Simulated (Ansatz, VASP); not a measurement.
**Two plane-wave programs on TlBr**

```
Tl Br
1.0
     3.99644    0.00000    0.00000
     0.00000    3.99644    0.00000
     0.00000    0.00000    3.99644
Tl Br
1 1
Direct
  0.00000 0.00000 0.00000
  0.50000 0.50000 0.50000
```

Alike in both runs: functional r2SCAN; k mesh 10 × 10 × 10; occupations fermi-dirac, width 0.1 eV; no spin polarisation.

Ansatz relaxed the structure, and its values are those at the end. VASP's run is a single point on that final structure, the one shown.

```csv
,VASP,Ansatz
version,VASP 6.6.1,Ansatz 0.2.0
potentials or method,"VASP PAW PBE potentials, release 64 (Tl_d, Br)","PAW with Ansatz's default frozen-core files, scalar-relativistic"
plane-wave cutoff (eV),550,500
valence electrons in the cell,20,20
```

|  | VASP | Ansatz | Ansatz less VASP |
| --- | --- | --- | --- |
| pressure (GPa) | 0.0 | 0.0 | +0.03 |

VASP's potentials were made for PBE, not for r2SCAN. The functional is the same, so the differences come from potentials, cutoffs and numerics.

Spin-orbit coupling is off throughout.
